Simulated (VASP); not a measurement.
## Lu: single point with r2SCAN

Lu:

```
CELL_PARAMETERS angstrom
3.56971 0.00000 0.00000
-1.78486 3.09146 0.00000
0.00000 0.00000 11.40122
ATOMIC_POSITIONS crystal
Lu 0.00000 0.00000 0.00000
Lu 0.00000 0.00000 0.50000
Lu 0.33333 0.66667 0.25000
Lu 0.66667 0.33333 0.75000
```

```
Program                : VASP 6.6.1
Task                   : single point
Functional             : r2SCAN
Potentials or basis    : VASP PAW PBE potentials, release 64 (Lu)
Cutoff                 : 520 eV
k mesh                 : 12 × 12 × 4
Occupations            : fermi-dirac, width 0.1 eV
Spin                   : no spin polarisation
Dipole correction      : no
Further INCAR settings : ALGO = Normal; EDIFF = 1e-07; NBANDS = 58
```

```
Pressure               : -2.9 GPa
Band gap on the k mesh : zero (bands 50 and 51 overlap by 1.59 eV)
```

Levels at points of the mesh, in eV from the Fermi level:
| k point | band 46 | band 47 | band 48 | band 49 | band 50 | band 51 | band 52 | band 53 | band 54 | band 55 |
| --- | --- | --- | --- | --- | --- | --- | --- | --- | --- | --- |
| (0.00, 0.00, 0.00) | -4.55 | -4.53 | -2.37 | 0.14 | 1.14 | 1.20 | 2.21 | 2.21 | 2.29 | 2.29 |
| (0.50, 0.00, 0.00) | -2.05 | -1.70 | -1.55 | -0.50 | -0.42 | -0.33 | 0.09 | 1.18 | 1.24 | 1.52 |
| (0.00, 0.00, 0.50) | -5.23 | -3.11 | -3.11 | 0.40 | 0.40 | 2.14 | 2.14 | 2.35 | 2.35 | 2.35 |
| (0.50, 0.00, 0.50) | -2.23 | -1.68 | -1.68 | -0.42 | -0.42 | -0.17 | -0.17 | 1.27 | 1.27 | 1.94 |

Run time: 61 min on 1 thread of AMD EPYC 9R45 (Zen 5) (shared host), peak memory 0.44 GiB.

Caveat: the PAW data sets were made with another functional, which shifts forces and pressure a little; spin-orbit coupling is left out, which moves the levels of the heavy elements.
